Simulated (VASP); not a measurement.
Crystal: Mg5Cd3Te8.

```
Cd Mg Te
1.0
    12.91597    0.00000    0.00000
     0.00000   12.91597    0.00000
     0.00000    0.00000   12.91597
Cd Mg Te
12 20 32
Direct
  0.99735 0.99851 0.99845
  0.00138 0.99767 0.50095
  0.50053 0.99776 0.00076
  0.24781 0.25130 0.00124
  0.24847 0.25333 0.50196
  0.75030 0.24884 0.99971
  0.75066 0.25298 0.49940
  0.75066 0.74756 0.00313
  0.24848 0.49784 0.24902
  0.99938 0.25015 0.24806
  0.99917 0.25141 0.75278
  0.00042 0.75039 0.25082
  0.00140 0.49849 0.99900
  0.99742 0.50271 0.49973
  0.49906 0.00287 0.49933
  0.49935 0.50020 0.99981
  0.49920 0.50134 0.50051
  0.25104 0.75002 0.99955
  0.25097 0.75003 0.49923
  0.75022 0.74947 0.50038
  0.24917 0.99931 0.25056
  0.25273 0.99858 0.74907
  0.24831 0.50174 0.74739
  0.75172 0.00013 0.24770
  0.75181 0.00330 0.75017
  0.75107 0.50281 0.25115
  0.74987 0.49891 0.74897
  0.00115 0.75155 0.75062
  0.50161 0.24885 0.24632
  0.49898 0.24797 0.74760
  0.49974 0.74988 0.25120
  0.49910 0.74652 0.75023
  0.12593 0.12529 0.12510
  0.12617 0.12582 0.62364
  0.12398 0.62459 0.12445
  0.12331 0.62449 0.62802
  0.62567 0.12540 0.12591
  0.62717 0.12551 0.62362
  0.62278 0.62334 0.12487
  0.62659 0.62216 0.62313
  0.37647 0.37649 0.12416
  0.37473 0.37481 0.62545
  0.37152 0.87491 0.12749
  0.37402 0.87532 0.62247
  0.87554 0.37422 0.12443
  0.87587 0.37374 0.62502
  0.87336 0.87631 0.12445
  0.87384 0.87390 0.62398
  0.37611 0.12485 0.37457
  0.37757 0.12379 0.87230
  0.37316 0.62474 0.37711
  0.37618 0.62457 0.87575
  0.87405 0.12619 0.37544
  0.87302 0.12469 0.87370
  0.87672 0.62721 0.37209
  0.87590 0.62581 0.87470
  0.12474 0.37500 0.37324
  0.12598 0.37678 0.87441
  0.12363 0.87634 0.37723
  0.12434 0.87704 0.87390
  0.62504 0.37212 0.37459
  0.62711 0.37449 0.87675
  0.62319 0.87693 0.37588
  0.62365 0.87369 0.87345
```

| Quantity | Value |
| --- | --- |
| Program | VASP 6.6.1 |
| Task | relaxation of volume and atoms at fixed shape |
| Functional | PBEsol |
| Potentials or basis | VASP PAW PBE potentials, release 64 (Cd, Mg, Te) |
| Cutoff | 500 eV |
| k mesh | 1 × 1 × 1, shifted |
| Occupations | fermi-dirac, width 0.05 eV |
| Spin | no spin polarisation |

At the start: pressure 0.2 GPa; volume 33.67 Å³/atom.

Where does the relaxation end?

Over 12 steps the energy falls by 3.8 meV/atom and the volume is 33.77 Å³/atom (+0.3 %); space group P1 (No. 1, to 0.1 Å) before and after.

Step by step:
```csv
step,energy change (eV),largest force (eV/Å),pressure (GPa),volume (Å³)
1,0.0000,0.4748,0.17,2154.67
2,-0.1445,0.2615,-0.06,2165.57
3,-0.1987,0.1204,-0.28,2177.06
4,-0.2256,0.0792,0.06,2157.19
5,-0.2256,0.0789,0.06,2157.00
6,-0.2325,0.0539,0.03,2158.22
7,-0.2367,0.0606,-0.02,2160.88
8,-0.2371,0.0504,-0.01,2160.30
9,-0.2399,0.0360,0.00,2159.52
10,-0.2417,0.0370,0.03,2157.49
11,-0.2420,0.0311,0.02,2158.04
12,-0.2434,0.0206,-0.03,2161.13
```

Final structure:
```yaml
crystal:
  lattice:
    - [12.92886, 0.00000, 0.00000]
    - [0.00000, 12.92886, 0.00000]
    - [0.00000, 0.00000, 12.92886]
  atoms:
    - { symbol: Cd, position: [0.00026, 0.99959, 0.99888] }
    - { symbol: Cd, position: [0.99961, 0.00004, 0.50167] }
    - { symbol: Cd, position: [0.49991, 0.99830, 0.00012] }
    - { symbol: Cd, position: [0.25128, 0.25009, 0.99964] }
    - { symbol: Cd, position: [0.25083, 0.25178, 0.50030] }
    - { symbol: Cd, position: [0.74960, 0.25082, 0.00036] }
    - { symbol: Cd, position: [0.75011, 0.25174, 0.50000] }
    - { symbol: Cd, position: [0.74926, 0.74829, 0.00017] }
    - { symbol: Cd, position: [0.25046, 0.50068, 0.24976] }
    - { symbol: Cd, position: [0.99978, 0.25004, 0.24938] }
    - { symbol: Cd, position: [0.00099, 0.25092, 0.75076] }
    - { symbol: Cd, position: [0.00122, 0.75041, 0.25021] }
    - { symbol: Mg, position: [0.99937, 0.49996, 0.99936] }
    - { symbol: Mg, position: [0.99927, 0.50244, 0.49982] }
    - { symbol: Mg, position: [0.49946, 0.00072, 0.49932] }
    - { symbol: Mg, position: [0.50003, 0.50047, 0.99848] }
    - { symbol: Mg, position: [0.50032, 0.49979, 0.49965] }
    - { symbol: Mg, position: [0.25066, 0.75027, 0.99927] }
    - { symbol: Mg, position: [0.25002, 0.74950, 0.50119] }
    - { symbol: Mg, position: [0.74878, 0.75025, 0.49938] }
    - { symbol: Mg, position: [0.25040, 0.00027, 0.25050] }
    - { symbol: Mg, position: [0.25179, 0.99847, 0.74936] }
    - { symbol: Mg, position: [0.25002, 0.50147, 0.74882] }
    - { symbol: Mg, position: [0.74878, 0.99885, 0.25054] }
    - { symbol: Mg, position: [0.74869, 0.99926, 0.74881] }
    - { symbol: Mg, position: [0.74956, 0.50065, 0.25014] }
    - { symbol: Mg, position: [0.74951, 0.50019, 0.75001] }
    - { symbol: Mg, position: [0.99968, 0.75058, 0.75032] }
    - { symbol: Mg, position: [0.50004, 0.24940, 0.24967] }
    - { symbol: Mg, position: [0.50049, 0.24925, 0.74943] }
    - { symbol: Mg, position: [0.49967, 0.75045, 0.25080] }
    - { symbol: Mg, position: [0.49962, 0.74820, 0.74854] }
    - { symbol: Te, position: [0.12613, 0.12399, 0.12511] }
    - { symbol: Te, position: [0.12694, 0.12435, 0.62616] }
    - { symbol: Te, position: [0.12497, 0.62487, 0.12208] }
    - { symbol: Te, position: [0.12415, 0.62585, 0.62538] }
    - { symbol: Te, position: [0.62485, 0.12408, 0.12641] }
    - { symbol: Te, position: [0.62400, 0.12421, 0.62479] }
    - { symbol: Te, position: [0.62259, 0.62374, 0.12633] }
    - { symbol: Te, position: [0.62541, 0.62422, 0.62425] }
    - { symbol: Te, position: [0.37764, 0.37548, 0.12478] }
    - { symbol: Te, position: [0.37682, 0.37668, 0.62661] }
    - { symbol: Te, position: [0.37332, 0.87344, 0.12650] }
    - { symbol: Te, position: [0.37618, 0.87450, 0.62407] }
    - { symbol: Te, position: [0.87477, 0.37759, 0.12497] }
    - { symbol: Te, position: [0.87553, 0.37766, 0.62506] }
    - { symbol: Te, position: [0.87349, 0.87531, 0.12535] }
    - { symbol: Te, position: [0.87313, 0.87305, 0.62575] }
    - { symbol: Te, position: [0.37560, 0.12488, 0.37396] }
    - { symbol: Te, position: [0.37562, 0.12404, 0.87258] }
    - { symbol: Te, position: [0.37582, 0.62617, 0.37673] }
    - { symbol: Te, position: [0.37492, 0.62539, 0.87440] }
    - { symbol: Te, position: [0.87360, 0.12365, 0.37405] }
    - { symbol: Te, position: [0.87311, 0.12391, 0.87318] }
    - { symbol: Te, position: [0.87321, 0.62512, 0.37517] }
    - { symbol: Te, position: [0.87573, 0.62390, 0.87351] }
    - { symbol: Te, position: [0.12353, 0.37661, 0.37572] }
    - { symbol: Te, position: [0.12622, 0.37778, 0.87523] }
    - { symbol: Te, position: [0.12717, 0.87526, 0.37601] }
    - { symbol: Te, position: [0.12662, 0.87397, 0.87317] }
    - { symbol: Te, position: [0.62354, 0.37596, 0.37307] }
    - { symbol: Te, position: [0.62370, 0.37585, 0.87325] }
    - { symbol: Te, position: [0.62388, 0.87516, 0.37545] }
    - { symbol: Te, position: [0.62421, 0.87308, 0.87237] }
```

Caveat: the PAW data sets were made with another functional, which shifts forces and pressure a little.
